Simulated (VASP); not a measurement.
# KCl (P1) in VASP: a series of runs

The runs below take KCl through single point, with PBEsol.

All numbers are computed with VASP 6.6.1; they aren't measurements. Logs are shortened: lines on timing, memory, paths and dates and some standing lists are left out, and cuts for length are marked.

### 1 The cell of the first run

The typed cell holds 16 atoms: a = 8.931 Å, b = 8.931 Å, c = 8.931 Å, α = 60.00°, β = 60.00°, γ = 60.00°.

### 2 Single point, PBEsol

INCAR reads:

```
  ALGO = Normal
  EDIFF = 1E-6
  ENCUT = 520
  GGA = PS
  ISIF = 2
  ISMEAR = -1
  LASPH = True
  LCHARG = False
  LREAL = Auto
  LWAVE = False
  NBANDS = 78
  NELM = 100
  PREC = Accurate
  SIGMA = 0.19
```

KPOINTS reads:

```
k-points
0
Gamma
  2 2 2
```

POSCAR reads:

```
KCl
1.0
    0.0000000000      6.3149110000      6.3149110000
    6.3149110000      0.0000000000      6.3149110000
    6.3149110000      6.3149110000      0.0000000000
K Cl
8 8
Direct
   -0.0514824358      0.0210462190      0.0413191888
    0.0343130727      0.0023191142      0.5028848388
   -0.0027671015      0.4851873605     -0.0451056238
    0.0257072507      0.5265163674      0.4584332226
    0.4905654252      0.0337100555     -0.0389186799
    0.5208397236     -0.0240617009      0.5451224095
    0.4674704837      0.5136103264      0.0533294135
    0.5298308242      0.4960260723      0.5206078914
    0.1913843283      0.2632013341      0.2449675063
    0.2850137555      0.2389945797      0.7145981155
    0.2202597155      0.7335904655      0.2835765223
    0.2755720548      0.6958411607      0.8206418111
    0.7791669590      0.2635741026      0.2267444466
    0.7395316419      0.2616034494      0.7548732674
    0.7513635584      0.7752403795      0.2262986763
    0.7183743366      0.7237101204      0.7681337077
```

Potentials or basis: VASP PAW PBE potentials, release 64 (K_sv, Cl).

Run with:

```bash
cat potpaw_PBE.64/K_sv/POTCAR potpaw_PBE.64/Cl/POTCAR > POTCAR
mpirun -np 1 vasp_std > vasp.out
```

OUTCAR:

```text
EDIFF = 1E-6
   ENCUT = 520
   GGA = PS
   ISIF = 2
   ISMEAR = -1
   LASPH = True
   LREAL = Auto
   NELM = 100
   PREC = Accurate

 ion  position               nearest neighbor table
   1  0.949  0.021  0.041-  13 2.74  15 2.82  14 3.15
   2  0.034  0.002  0.503-   9 2.72  11 3.13
   3  0.997  0.485  0.955-  13 2.82  16 2.97   9 3.09  10 3.10
   4  0.026  0.527  0.458-  11 2.55   9 3.09  15 3.20   7 3.79
   5  0.491  0.034  0.961-  10 2.87  14 3.03  16 3.23
   6  0.521  0.976  0.545-  16 2.68  10 2.77
   7  0.467  0.514  0.053-  12 2.70  11 2.85  16 2.96  13 3.13   4 3.79
   8  0.530  0.496  0.521-  14 2.81  12 3.19  15 3.20  10 3.21
   9  0.191  0.263  0.245-   2 2.72   4 3.09   3 3.09
  10  0.285  0.239  0.715-   6 2.77   5 2.87   3 3.10   8 3.21
  11  0.220  0.734  0.284-   4 2.55   7 2.85   2 3.13
  12  0.276  0.696  0.821-   7 2.70   8 3.19
  13  0.779  0.264  0.227-   1 2.74   3 2.82   7 3.13
  14  0.740  0.262  0.755-   8 2.81   5 3.03   1 3.15
  15  0.751  0.775  0.226-   1 2.82   8 3.20   4 3.20
  16  0.718  0.724  0.768-   6 2.68   7 2.96   3 2.97   5 3.23

  LATTYP: Found a face centered cubic cell.
 ALAT       =    12.6298220000

  Lattice vectors:

 A1 = (   0.0000000000,   6.3149110000,   6.3149110000)
 A2 = (   6.3149110000,   0.0000000000,   6.3149110000)
 A3 = (   6.3149110000,   6.3149110000,   0.0000000000)

Analysis of symmetry for initial positions (statically):
=====================================================================
 Subroutine PRICEL returns:
 Original cell was already a primitive cell.

 Routine SETGRP: Setting up the symmetry group for a
 face centered cubic supercell.

 Subroutine GETGRP returns: Found  1 space group operations
 (whereof  1 operations were pure point group operations)
 out of a pool of 48 trial point group operations.

The static configuration has the point symmetry C_1 .

Analysis of symmetry for dynamics (positions and initial velocities):
=====================================================================
 Subroutine PRICEL returns:
 Original cell was already a primitive cell.

 Routine SETGRP: Setting up the symmetry group for a
 face centered cubic supercell.

 Subroutine GETGRP returns: Found  1 space group operations
 (whereof  1 operations were pure point group operations)
 out of a pool of 48 trial point group operations.

The dynamic configuration has the point symmetry C_1 .

 Subroutine INISYM returns: Found  1 space group operations
 (whereof  1 operations are pure point group operations),
 and found     1 'primitive' translations

----------------------------------------------------------------------------------------

                                     Primitive cell

  volume of cell :     503.6533

  direct lattice vectors                    reciprocal lattice vectors
     0.000000000  6.314911000  6.314911000    -0.079177680  0.079177680  0.079177680
     6.314911000  0.000000000  6.314911000     0.079177680 -0.079177680  0.079177680
     6.314911000  6.314911000  0.000000000     0.079177680  0.079177680 -0.079177680

  length of vectors
     8.930632781  8.930632781  8.930632781     0.137139764  0.137139764  0.137139764

  position of ions in fractional coordinates (direct lattice)
     0.948517564  0.021046219  0.041319189
     0.034313073  0.002319114  0.502884839
     0.997232899  0.485187360  0.954894376
     0.025707251  0.526516367  0.458433223
     0.490565425  0.033710056  0.961081320
     0.520839724  0.975938299  0.545122410
[... 8 lines left out ...]
     0.751363558  0.775240379  0.226298676
     0.718374337  0.723710120  0.768133708

  ion indices of the primitive-cell ions
   primitive index   ion index
                 1           1
                 2           2
                 3           3
                 4           4
                 5           5
                 6           6
[... 8 lines left out ...]
                15          15
                16          16

----------------------------------------------------------------------------------------

 KPOINTS: k-points

Automatic generation of k-mesh.
 Grid dimensions read from file:
 generate k-points for:    2    2    2

 Generating k-lattice:

  Cartesian coordinates                     Fractional coordinates (reciprocal lattice)
    -0.039588840  0.039588840  0.039588840     0.500000000  0.000000000  0.000000000
     0.039588840 -0.039588840  0.039588840     0.000000000  0.500000000  0.000000000
     0.039588840  0.039588840 -0.039588840     0.000000000  0.000000000  0.500000000

  Length of vectors
     0.068569882  0.068569882  0.068569882

  Shift w.r.t. Gamma in fractional coordinates (k-lattice)
     0.000000000  0.000000000  0.000000000

 Subroutine IBZKPT returns following result:
 ===========================================

 Found      8 irreducible k-points:

 Following reciprocal coordinates:
            Coordinates               Weight
  0.000000  0.000000  0.000000      1.000000
  0.500000  0.000000  0.000000      1.000000
  0.000000  0.500000  0.000000      1.000000
  0.000000  0.000000  0.500000      1.000000
  0.500000  0.500000  0.500000      1.000000
  0.500000  0.500000  0.000000      1.000000
  0.000000  0.500000  0.500000      1.000000
  0.500000  0.000000  0.500000      1.000000
   k-points           NKPTS =      8   k-points in BZ     NKDIM =      8   number of bands    NBANDS=     78
   number of dos      NEDOS =    301   number of ions     NIONS =     16
   total plane-waves  NPLWV = 343000
   dimension x,y,z NGX =    70 NGY =   70 NGZ =   70
   dimension x,y,z NGXF=   140 NGYF=  140 NGZF=  140
   ions per type =               8   8
   NGX,Y,Z   is equivalent  to a cutoff of  13.03, 13.03, 13.03 a.u.
   NGXF,Y,Z  is equivalent  to a cutoff of  26.06, 26.06, 26.06 a.u.
 SYSTEM =  unknown system
   PREC   = accura    normal or accurate (medium, high low for compatibility)
   ISTART =      0    job   : 0-new  1-cont  2-samecut
   ICHARG =      2    charge: 1-file 2-atom 10-const
   ISPIN  =      1    spin polarized calculation?
   LNONCOLLINEAR =      F non collinear calculations
   LSORBIT =      F    spin-orbit coupling
   LASPH  =      T    aspherical Exc in radial PAW
   ENCUT  =  520.0 eV  38.22 Ry    6.18 a.u.  16.61 16.61 16.61*2*pi/ulx,y,z
   NELM   =    100;   NELMIN=  2; NELMDL= -5     # of ELM steps
   EDIFF  = 0.1E-05   stopping-criterion for ELM
   LREAL  =      T    real-space projection
   EDIFFG = 0.1E-04   stopping-criterion for IOM
   NSW    =      0    number of steps for IOM
   IBRION =     -1    ionic relax: 0-MD 1-quasi-New 2-CG
   NFREE  =      0    steps in history (QN), initial steepest desc. (CG)
   ISIF   =      2    stress and relaxation
   ISYM   =      2    0-nonsym 1-usesym 2-fastsym
   POTIM  = 0.5000    time-step for ionic-motion
   TEBEG  =    0.0;   TEEND  =   0.0 temperature during run
   PSTRESS=    0.0 pullay stress
   NELECT =     128.0000    total number of electrons
   NUPDOWN=      -1.0000    fix difference up-down
   EMIN   =  10.00;   EMAX   =-10.00  energy-range for DOS
   EFERMI =   0.00;   METHOD = LEGACY
   ISMEAR =    -1;   SIGMA  =   0.19  broadening in eV -4-tet -1-fermi 0-gaus
   EFERMI_NEDOS =   21; number of points for ismear=-14 and -15
   IALGO  =     38    algorithm
   IMIX   =      4    mixing-type and parameters
     AMIX     =   0.40;   BMIX     =  1.00
     AMIX_MAG =   1.60;   BMIX_MAG =  1.00
  volume/ion in A,a.u.               =      31.48       212.43
  Fermi-wavevector in a.u.,A,eV,Ry     =   1.036973  1.959595 14.630531  1.075314
  Thomas-Fermi vector in A             =   2.171389
   LORBIT       =      0    0 simple, 1 ext, 2 COOP (PROOUT), +10 PAW based schemes
   GGA     = PS    functional components
   LHFCALC =     F    Hartree Fock is set to
   AEXX    =    0.0000 exact exchange contribution
   IVDW    =     0    specifies the selected vdW correction
   LEPSILON=     F    determine dielectric tensor
   LRPA    =     F    only Hartree local field effects (RPA)
 non-spin polarized calculation
  energy-cutoff  :      520.00
  volume of cell :      503.65
 maximum number of plane-waves:     13600
 NGX is ok and might be reduce to    70
   NGX = 33   NGY = 33   NGZ = 33

 number of electron     128.0000000 magnetization

 Free energy of the ion-electron system (eV)
  ---------------------------------------------------
  ext. energy  EPLUGINS =         0.00000000
  ---------------------------------------------------
  free energy    TOTEN  =       -54.13601975 eV

  energy without entropy =      -54.13599047  energy(sigma->0) =      -54.13600511

 E-fermi :   0.9312     XC(G=0):  -7.6198

 val. band max:       -1.7429315666   @ k =   0.0000   0.0000   0.0000
 cond. band min:       2.9730773357   @ k =   0.0000   0.0000   0.0000
 fundamental gap:      4.7160089024
 Fermi energy:         0.9312064550

 k-point     1 :       0.0000    0.0000    0.0000
  band No.  band energies     occupation
      1     -29.2398      2.00000
      2     -29.1608      2.00000
      3     -29.0789      2.00000
      4     -29.0543      2.00000
      5     -28.8710      2.00000
      6     -28.8590      2.00000
[... 68 lines left out ...]
     75       6.1100      0.00000
     76       6.1573      0.00000

 k-point     2 :       0.5000    0.0000    0.0000
  band No.  band energies     occupation
      1     -29.2398      2.00000
      2     -29.1608      2.00000
      3     -29.0789      2.00000
      4     -29.0543      2.00000
      5     -28.8710      2.00000
      6     -28.8590      2.00000
[... 68 lines left out ...]
     75       5.9413      0.00000
     76       6.0386      0.00000

 k-point     3 :       0.0000    0.5000    0.0000
  band No.  band energies     occupation
      1     -29.2398      2.00000
      2     -29.1608      2.00000
      3     -29.0788      2.00000
      4     -29.0544      2.00000
      5     -28.8704      2.00000
      6     -28.8597      2.00000
[... 68 lines left out ...]
     75       5.9306      0.00000
     76       6.0269      0.00000

 k-point     4 :       0.0000    0.0000    0.5000
  band No.  band energies     occupation
      1     -29.2398      2.00000
      2     -29.1608      2.00000
      3     -29.0789      2.00000
      4     -29.0543      2.00000
      5     -28.8706      2.00000
      6     -28.8594      2.00000
[... 68 lines left out ...]
     75       5.9211      0.00000
     76       6.1077      0.00000

 k-point     5 :       0.5000    0.5000    0.5000
  band No.  band energies     occupation
      1     -29.2398      2.00000
      2     -29.1608      2.00000
      3     -29.0788      2.00000
      4     -29.0543      2.00000
      5     -28.8709      2.00000
      6     -28.8589      2.00000
[... 68 lines left out ...]
     75       5.8876      0.00000
     76       5.9702      0.00000

 k-point     6 :       0.5000    0.5000    0.0000
  band No.  band energies     occupation
      1     -29.2398      2.00000
      2     -29.1608      2.00000
      3     -29.0788      2.00000
      4     -29.0544      2.00000
      5     -28.8705      2.00000
      6     -28.8596      2.00000
[... 68 lines left out ...]
     75       5.9102      0.00000
     76       5.9885      0.00000

 k-point     7 :       0.0000    0.5000    0.5000
  band No.  band energies     occupation
      1     -29.2398      2.00000
      2     -29.1608      2.00000
      3     -29.0788      2.00000
      4     -29.0544      2.00000
      5     -28.8709      2.00000
      6     -28.8589      2.00000
[... 68 lines left out ...]
     75       5.8939      0.00000
     76       5.9865      0.00000

 k-point     8 :       0.5000    0.0000    0.5000
  band No.  band energies     occupation
      1     -29.2398      2.00000
      2     -29.1607      2.00000
      3     -29.0789      2.00000
      4     -29.0543      2.00000
      5     -28.8705      2.00000
      6     -28.8595      2.00000
[... 68 lines left out ...]
     75       5.8662      0.00000
     76       5.9610      0.00000
 [bands above 76 left out]

------------------------ aborting loop because EDIFF is reached ----------------------------------------

  FORCE on cell =-STRESS in cart. coord.  units (eV):
  Direction    XX          YY          ZZ          XY          YZ          ZX
  --------------------------------------------------------------------------------------
  -------------------------------------------------------------------------------------
  Total        1.9065327      5.1239200      7.1243454     -0.4220770     -0.5392184      0.6425553
  in kB        6.0648930     16.2997604     22.6633366     -1.3426738     -1.7153137      2.0440402
  external PRESSURE =      15.0093300 kB  Pullay stress =       0.0000000 kB

 VOLUME and BASIS-vectors are now :
 -----------------------------------------------------------------------------
  energy-cutoff  :      520.00
  volume of cell :      503.65
      direct lattice vectors                 reciprocal lattice vectors
     0.000000000  6.314911000  6.314911000    -0.079177680  0.079177680  0.079177680
     6.314911000  0.000000000  6.314911000     0.079177680 -0.079177680  0.079177680
     6.314911000  6.314911000  0.000000000     0.079177680  0.079177680 -0.079177680

 POSITION                                       TOTAL-FORCE (eV/Angst)
 -----------------------------------------------------------------------------------
      0.39383      6.25073      6.12271        -0.891963     -0.010119      0.344000
      3.19032      3.39236      0.23133         0.101660      0.101031     -0.709172
      9.09399     12.32751      9.36135         0.274861      0.270458      0.565922
      6.21987      3.05730      3.48724        -0.103301     -0.136286     -1.996921
      6.28202      9.16702      3.31075         0.195113      0.623373     -0.183292
      9.60536      6.73146      9.45202        -0.693972     -0.962215     -0.010964
[... 8 lines left out ...]
      6.32463      6.17385      9.64037         0.100846     -0.043617     -0.526379
      9.42086      9.38717      9.10664        -0.012550      0.742434      0.377890
 -----------------------------------------------------------------------------------
    total drift:                                0.006950      0.004194     -0.000572

  FREE ENERGIE OF THE ION-ELECTRON SYSTEM (eV)
  ---------------------------------------------------
  free  energy   TOTEN  =       -54.1360197457 eV

  energy  without entropy=      -54.1359904701  energy(sigma->0) =      -54.13600511
```

Run time: 11 min. Hardware: 1 thread of Intel Xeon Platinum 8259CL at 2.50GHz (Skylake/Cascade Lake), shared host; peak memory 0.75 GiB.

Results:

* Free energy: -54.1360 eV
* Pressure: 1.5 GPa
* Largest force: 2.004 eV/Å
* Band gap on the k mesh: 4.72 eV

Forces in eV/Å, atoms in the order of the input:
```
K   -0.892 -0.010  0.344
K    0.102  0.101 -0.709
K    0.275  0.270  0.566
K   -0.103 -0.136 -1.997
K    0.195  0.623 -0.183
K   -0.694 -0.962 -0.011
K   -0.513  0.670 -0.180
K   -0.032 -0.524  0.118
Cl  -0.141  0.166  0.815
Cl   0.577 -0.446  0.002
Cl   0.617  0.149  1.837
Cl  -0.131 -1.279  0.131
Cl   0.794  0.162 -0.623
Cl  -0.143  0.518  0.040
Cl   0.101 -0.044 -0.526
Cl  -0.013  0.742  0.378
```

Stress tensor (GPa, compression positive):
```
 0.61 -0.13  0.20
-0.13  1.63 -0.17
 0.20 -0.17  2.27
```

Caveat: the k points lie up to 0.43 Å⁻¹ apart; the atoms stand as in a frame of molecular dynamics; the PAW data sets were made with another functional, which shifts forces and pressure a little.

(Continued in part 2 of 2.)
